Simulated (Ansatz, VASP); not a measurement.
One calculation of Si6N, two programs

```
CELL_PARAMETERS angstrom
6.08552 0.00000 0.00000
0.00000 6.08552 0.00000
0.00000 0.00000 6.08552
ATOMIC_POSITIONS crystal
Si 0.00000 0.00000 0.28599
Si 0.00000 0.00000 0.71401
Si 0.28599 0.00000 0.00000
Si 0.71401 0.00000 0.00000
Si 0.00000 0.28599 0.00000
Si 0.00000 0.71401 0.00000
N 0.50000 0.50000 0.50000
```

Change from the starting cell: species swapped into the CaB6 type (Pm-3m, No. 221).

Alike in both runs: functional PBE; k mesh 6 × 6 × 6; occupations gaussian, width 0.1 eV; collinear spin.

Ansatz relaxed the structure, and its values are those at the end. VASP's run is a single point on that final structure, the one shown.

|  | VASP | Ansatz |
| --- | --- | --- |
| version | VASP 6.6.1 | Ansatz 0.2.0 |
| potentials or method | VASP PAW PBE potentials, release 64 (Si, N), cutoff 520 eV | scalar-relativistic, plane waves, PAW |
| valence electrons in the cell | 29 | 29 |

Ansatz gave:

```
gap on the k mesh at the Fermi level (eV)                     : none
pressure (GPa)                                                : 0.0
rms of the force components (eV/Å)                            : 0.000
net moment per atom (μB)                                      : 0.34
size of the moment on the site where the two differ most (μB) : 2.72
```

Q: Estimate VASP's values.

A: gap on the k mesh at the Fermi level (eV): none; pressure (GPa): 0.0; rms of the force components (eV/Å): 0.006; net moment per atom (μB): 0.34; size of the moment on the site where the two differ most (μB): 1.77.

Site moments also hang on the region over which each program counts them. A gap of «none» marks a metal or a gap that the smearing closes.
